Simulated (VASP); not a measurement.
# Si: electric field gradients with PBE

The system is Si.

```
CELL_PARAMETERS angstrom
-2.25100 2.36850 1.23675
2.25100 -2.36850 1.23675
2.25100 2.36850 -1.23675
ATOMIC_POSITIONS crystal
Si 0.80700 0.55700 0.25000
Si 0.19300 0.44300 0.75000
```

This cell differs from its parent crystal: zz strain of -3 %.

```yaml
Program: VASP 6.6.1
Task: electric field gradients
Functional: PBE
Potentials_or_basis: VASP PAW PBE potentials, release 64 (Si)
Cutoff: 520 eV
k_mesh: 16 × 16 × 16
Occupations: fermi-dirac, width 0.05 eV
Spin: no spin polarisation
Dipole_correction: no
Further_INCAR_settings: ALGO = Normal; EDIFF = 1e-08; NBANDS = 11
```

* Pressure: 21.1 GPa
* Largest force: 0.035 eV/Å
* Band gap on the k mesh: zero (bands 4 and 5 overlap by 7.42 eV)
* Largest electric field gradient by atom: Si -23.5 V/Å²

Forces on the atoms (eV/Å):
```
Si   0.000  0.000 -0.035
Si   0.000  0.000  0.035
```

Stress tensor (GPa, compression positive):
```
19.60  0.00  0.00
 0.00 20.61  0.00
 0.00  0.00 23.11
```

Levels at points of the mesh, in eV from the Fermi level:
```csv
k point,band 1,band 2,band 3,band 4,band 5,band 6,band 7,band 8
"(0.00, 0.00, 0.00)",-15.12,-3.30,-2.73,-2.06,0.81,7.67,8.91,10.66
"(0.50, 0.00, 0.00)",-7.86,-7.67,-1.89,-1.30,-1.28,0.01,4.96,5.27
"(0.00, 0.50, 0.00)",-7.70,-7.45,-3.02,-2.05,-1.26,0.98,5.24,6.20
"(0.50, 0.50, 0.00)",-11.78,-11.78,-0.13,-0.13,2.60,2.60,9.73,9.73
"(0.50, 0.50, 0.50)",-9.57,-8.50,-7.96,-7.71,6.79,7.14,14.06,14.89
```

Electric field gradients, principal values (V/Å²):
```csv
atom,least,middle,greatest (by size)
1 Si,11.151,12.373,-23.524
2 Si,11.151,12.373,-23.524
```

Wall time 93 s on 1 thread of AMD EPYC 9R45 96-Core Processor (Zen 5), on a shared host, peak memory 0.23 GiB.

Caveat: the cell differs from its parent crystal (zz strain of -3 %); the cell stands under pressure; without QUAD_EFG the Cq values of the log hold for a quadrupole moment of 1 mb, not for the nuclei.
